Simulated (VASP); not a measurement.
# Pt (Im-3m) in VASP: further runs, part 3 of 3

VASP 6.6.1.

## (5) Relaxation of cell and atoms, PBE, target pressure -2.9 GPa, at which the enthalpy is minimised

Contents of INCAR:

```
  PREC = Accurate
  ENCUT = 600
  EDIFF = 1E-6
  ISMEAR = -1
  SIGMA = 0.05
  LREAL = False
  LASPH = True
  NELM = 100
  ALGO = Normal
  ISIF = 3
  LWAVE = False
  LCHARG = False
  GGA = PE
  IBRION = 2
  NSW = 32
  EDIFFG = -0.005
  PSTRESS = -29.0
```

Contents of KPOINTS:

```
Automatic mesh
0
Gamma
  17 17 17
```

Contents of POSCAR:

```
Pt
1.0
   -1.5885816964      1.5885816964      1.5885816964
    1.5885816964     -1.5885816964      1.5885816964
    1.5885816964      1.5885816964     -1.5885816964
Pt
1
Direct
    0.0000000000      0.0000000000      0.0000000000
```

Potentials or basis: VASP PAW PBE potentials, release 64 (Pt).

Launch:

```sh
$ cat potpaw_PBE.64/Pt/POTCAR > POTCAR
$ mpirun -np 1 vasp_std > vasp.out
```

OUTCAR:

```text
PREC = Accurate
   ENCUT = 600
   EDIFF = 1E-6
   ISMEAR = -1
   LREAL = False
   LASPH = True
   NELM = 100
   ISIF = 3
   GGA = PE
   IBRION = 2
   NSW = 32
   EDIFFG = -0.005
   PSTRESS = -29.0

 ion  position               nearest neighbor table
   1  0.000  0.000  0.000-

  LATTYP: Found a body centered cubic cell.
 ALAT       =     3.1771633928

  Lattice vectors:

 A1 = (  -1.5885816964,   1.5885816964,   1.5885816964)
 A2 = (   1.5885816964,  -1.5885816964,   1.5885816964)
 A3 = (   1.5885816964,   1.5885816964,  -1.5885816964)

Analysis of symmetry for initial positions (statically):
=====================================================================
 Subroutine PRICEL returns:
 Original cell was already a primitive cell.

 Routine SETGRP: Setting up the symmetry group for a
 body centered cubic supercell.

 Subroutine GETGRP returns: Found 48 space group operations
 (whereof 48 operations were pure point group operations)
 out of a pool of 48 trial point group operations.

The static configuration has the point symmetry O_h .

Analysis of symmetry for dynamics (positions and initial velocities):
=====================================================================
 Subroutine PRICEL returns:
 Original cell was already a primitive cell.

 Routine SETGRP: Setting up the symmetry group for a
 body centered cubic supercell.

 Subroutine GETGRP returns: Found 48 space group operations
 (whereof 48 operations were pure point group operations)
 out of a pool of 48 trial point group operations.

The dynamic configuration has the point symmetry O_h .

 Subroutine INISYM returns: Found 48 space group operations
 (whereof 48 operations are pure point group operations),
 and found     1 'primitive' translations

----------------------------------------------------------------------------------------

                                     Primitive cell

  volume of cell :      16.0357

  direct lattice vectors                    reciprocal lattice vectors
    -1.588581696  1.588581696  1.588581696     0.000000000  0.314746167  0.314746167
     1.588581696 -1.588581696  1.588581696     0.314746167  0.000000000  0.314746167
     1.588581696  1.588581696 -1.588581696     0.314746167  0.314746167  0.000000000

  length of vectors
     2.751504210  2.751504210  2.751504210     0.445118298  0.445118298  0.445118298

  position of ions in fractional coordinates (direct lattice)
     0.000000000  0.000000000  0.000000000

  ion indices of the primitive-cell ions
   primitive index   ion index
                 1           1

----------------------------------------------------------------------------------------

 KPOINTS: Automatic mesh

Automatic generation of k-mesh.
 Grid dimensions read from file:
 generate k-points for:   17   17   17

 Generating k-lattice:

  Cartesian coordinates                     Fractional coordinates (reciprocal lattice)
     0.000000000  0.018514480  0.018514480     0.058823529  0.000000000  0.000000000
     0.018514480  0.000000000  0.018514480     0.000000000  0.058823529  0.000000000
[... 44 lines left out ...]
   dimension x,y,z NGXF=    48 NGYF=   48 NGZF=   48
   ions per type =               1
   NGX,Y,Z   is equivalent  to a cutoff of  14.50, 14.50, 14.50 a.u.
   NGXF,Y,Z  is equivalent  to a cutoff of  29.00, 29.00, 29.00 a.u.
 SYSTEM =  unknown system
   PREC   = accura    normal or accurate (medium, high low for compatibility)
   ISTART =      0    job   : 0-new  1-cont  2-samecut
   ICHARG =      2    charge: 1-file 2-atom 10-const
   ISPIN  =      1    spin polarized calculation?
   LNONCOLLINEAR =      F non collinear calculations
   LSORBIT =      F    spin-orbit coupling
   LASPH  =      T    aspherical Exc in radial PAW
   ENCUT  =  600.0 eV  44.10 Ry    6.64 a.u.   5.50  5.50  5.50*2*pi/ulx,y,z
   NELM   =    100;   NELMIN=  2; NELMDL= -5     # of ELM steps
   EDIFF  = 0.1E-05   stopping-criterion for ELM
   LREAL  =      F    real-space projection
   EDIFFG = -.5E-02   stopping-criterion for IOM
   NSW    =     32    number of steps for IOM
   IBRION =      2    ionic relax: 0-MD 1-quasi-New 2-CG
   NFREE  =      1    steps in history (QN), initial steepest desc. (CG)
   ISIF   =      3    stress and relaxation
   ISYM   =      2    0-nonsym 1-usesym 2-fastsym
   POTIM  = 0.5000    time-step for ionic-motion
   TEBEG  =    0.0;   TEEND  =   0.0 temperature during run
   PSTRESS=  -29.0 pullay stress
   NELECT =      10.0000    total number of electrons
   NUPDOWN=      -1.0000    fix difference up-down
   EMIN   =  10.00;   EMAX   =-10.00  energy-range for DOS
   EFERMI =   0.00;   METHOD = LEGACY
   ISMEAR =    -1;   SIGMA  =   0.05  broadening in eV -4-tet -1-fermi 0-gaus
   EFERMI_NEDOS =   21; number of points for ismear=-14 and -15
   IALGO  =     38    algorithm
   IMIX   =      4    mixing-type and parameters
     AMIX     =   0.40;   BMIX     =  1.00
     AMIX_MAG =   1.60;   BMIX_MAG =  1.00
  volume/ion in A,a.u.               =      16.04       108.21
  Fermi-wavevector in a.u.,A,eV,Ry     =   1.398659  2.643083 26.616369  1.956248
  Thomas-Fermi vector in A             =   2.521796
   LORBIT       =      0    0 simple, 1 ext, 2 COOP (PROOUT), +10 PAW based schemes
   GGA     = PE    functional components
   LHFCALC =     F    Hartree Fock is set to
   AEXX    =    0.0000 exact exchange contribution
   IVDW    =     0    specifies the selected vdW correction
   LEPSILON=     F    determine dielectric tensor
   LRPA    =     F    only Hartree local field effects (RPA)
 conjugate gradient relaxation of ions
 non-spin polarized calculation
  energy-cutoff  :      600.00
  volume of cell :       16.04
 maximum number of plane-waves:       555
 NGX is ok and might be reduce to    24
   NGX = 11   NGY = 11   NGZ = 11

--------------------------------------- Ionic step        1  -------------------------------------------

 number of electron      10.0000000 magnetization

 number of electron       9.9999999 magnetization

 Free energy of the ion-electron system (eV)
  ---------------------------------------------------
  ext. energy  EPLUGINS =         0.00000000
  ---------------------------------------------------
  free energy    TOTEN  =        -6.00499869 eV

  energy without entropy =       -5.99597323  energy(sigma->0) =       -6.00048596

------------------------ aborting loop because EDIFF is reached ----------------------------------------

  FORCE on cell =-STRESS in cart. coord.  units (eV):
  Direction    XX          YY          ZZ          XY          YZ          ZX
  --------------------------------------------------------------------------------------
  -------------------------------------------------------------------------------------
  Total       -0.3255201     -0.3255201     -0.3255201     -0.0000000      0.0000000      0.0000000
  in kB      -32.5236853    -32.5236853    -32.5236853     -0.0000000      0.0000000      0.0000000
  external PRESSURE =      -3.5236853 kB  Pullay stress =     -29.0000000 kB
[... 61 lines left out ...]
--------------------------------------- Ionic step        3  -------------------------------------------

 number of electron       9.9999999 magnetization

 Free energy of the ion-electron system (eV)
  ---------------------------------------------------
  ext. energy  EPLUGINS =         0.00000000
  ---------------------------------------------------
  free energy    TOTEN  =        -6.00549242 eV

  energy without entropy =       -5.99647712  energy(sigma->0) =       -6.00098477

 E-fermi :   9.9125     XC(G=0): -13.1246

 val. band max:        9.9061553252   @ k =  -0.2941   0.2941   0.1765
 cond. band min:       9.9957566952   @ k =  -0.3529   0.4706   0.2353
 fundamental gap:      0.0896013700
 Fermi energy:         9.9124671281

 k-point     1 :       0.0000    0.0000    0.0000
  band No.  band energies     occupation
      1       0.6056      2.00000
      2       6.5620      2.00000
      3       6.5620      2.00000
      4       6.5620      2.00000
      5       8.9926      2.00000
      6       8.9926      2.00000
      7      27.0668      0.00000
      8      27.0668      0.00000
      9      27.0668      0.00000
[... 265 lines left out ...]
 k-point    24 :       0.1765    0.1765    0.0000
  band No.  band energies     occupation
      1       3.5491      2.00000
      2       5.9156      2.00000
      3       5.9847      2.00000
      4       8.4010      2.00000
      5       9.2434      2.00000
      6       9.6960      1.97401
      7      23.1253      0.00000
      8      24.8655      0.00000
      9      27.6058      0.00000

 [... further k-points ...]

------------------------ aborting loop because EDIFF is reached ----------------------------------------

  FORCE on cell =-STRESS in cart. coord.  units (eV):
  Direction    XX          YY          ZZ          XY          YZ          ZX
  --------------------------------------------------------------------------------------
  -------------------------------------------------------------------------------------
  Total       -0.2888078     -0.2888078     -0.2888078      0.0000000     -0.0000000      0.0000000
  in kB      -28.9017830    -28.9017830    -28.9017830      0.0000000     -0.0000000      0.0000000
  external PRESSURE =       0.0982170 kB  Pullay stress =     -29.0000000 kB
[... 20 lines left out ...]
  energy  without entropy=       -5.9964771217  energy(sigma->0) =       -6.00098477

  enthalpy is  TOTEN    =        -6.2952817192 eV   P V=       -0.2897893020

 reached required accuracy - stopping structural energy minimisation
```

CONTCAR:

```text
Pt
   1.00000000000000
    -1.5877360803954601    1.5877360803954601    1.5877360803954601
     1.5877360803954601   -1.5877360803954601    1.5877360803954601
     1.5877360803954601    1.5877360803954601   -1.5877360803954601
  Pt
     1
Direct
     0.0000000000000000    0.0000000000000000    0.0000000000000000

  0.00000000E+00  0.00000000E+00  0.00000000E+00
```

Run time: 26 s. Hardware: 1 thread of Intel Xeon Platinum 8259CL at 2.50GHz (Skylake/Cascade Lake), shared host; peak memory 0.17 GiB.

What came out:

- Free energy: -6.0055 eV
- Relaxed volume: 16.01 Å³/atom
- Relaxed cell: a = 2.750 Å, b = 2.750 Å, c = 2.750 Å, α = 109.47°, β = 109.47°, γ = 109.47°
- Space group after relaxing (to 0.05 Å): Im-3m (No. 229)
- Energy change on relaxing (the enthalpy is what falls): -0.5 meV/atom
- Ionic steps: 3
- Pressure after relaxing: -2.9 GPa
- Band gap on the k mesh: zero (band 5 reaches 10.91 eV, above the bottom of band 6 at 8.86 eV)

Step by step:
| step | energy change (eV) | largest force (eV/Å) | pressure (GPa) | volume (Å³) |
| --- | --- | --- | --- | --- |
| 1 | 0.0000 | 0.0000 | -3.25 | 16.04 |
| 2 | -0.0014 | 0.0000 | -2.12 | 15.95 |
| 3 | -0.0005 | 0.0000 | -2.89 | 16.01 |

Final structure:
```yaml
crystal:
  lattice:
    - [-1.58774, 1.58774, 1.58774]
    - [1.58774, -1.58774, 1.58774]
    - [1.58774, 1.58774, -1.58774]
  atoms:
    - { symbol: Pt, position: [0.00000, 0.00000, 0.00000] }
```

Levels at points of the mesh, in eV from the Fermi level:
```
           k point  band 3  band 4  band 5  band 6  band 7  band 8
(0.00, 0.00, 0.00)   -3.35   -3.35   -0.92   -0.92   17.15   17.15
```

Caveat: the cell is relaxed towards a set pressure, so the enthalpy falls and the energy may rise; spin-orbit coupling is left out, which moves the levels of the heavy elements.

## (6) Summary

```csv
task,cell,cutoff (eV),gap on the mesh (eV),pressure (GPa)
single point,"a = 2.752 Å, angles 109.5°, 1 atom",520,none,-3.3
single point,"a = 2.751 Å, angles 109.5°, 1 atom",520,none,-3.3
relaxation of cell and atoms,"relaxed to -2.9 GPa from a = 2.740 Å, angles 109.5°, 1 atom",600,none,-2.9
relaxation of cell and atoms,"relaxed to -2.9 GPa from a = 2.752 Å, angles 109.5°, 1 atom",600,none,-2.9
```

Alike in all rows: level PBE; potentials or basis VASP PAW PBE potentials, release 64 (Pt); no spin polarisation; k mesh 17 × 17 × 17; smearing fermi-dirac 0.05 eV.

Caveats: spin-orbit coupling is left out, which moves the levels of the heavy elements; the cell is relaxed towards a set pressure, so the enthalpy falls and the energy may rise (some runs).

Absolute energies hang on the potentials; compare differences alone.
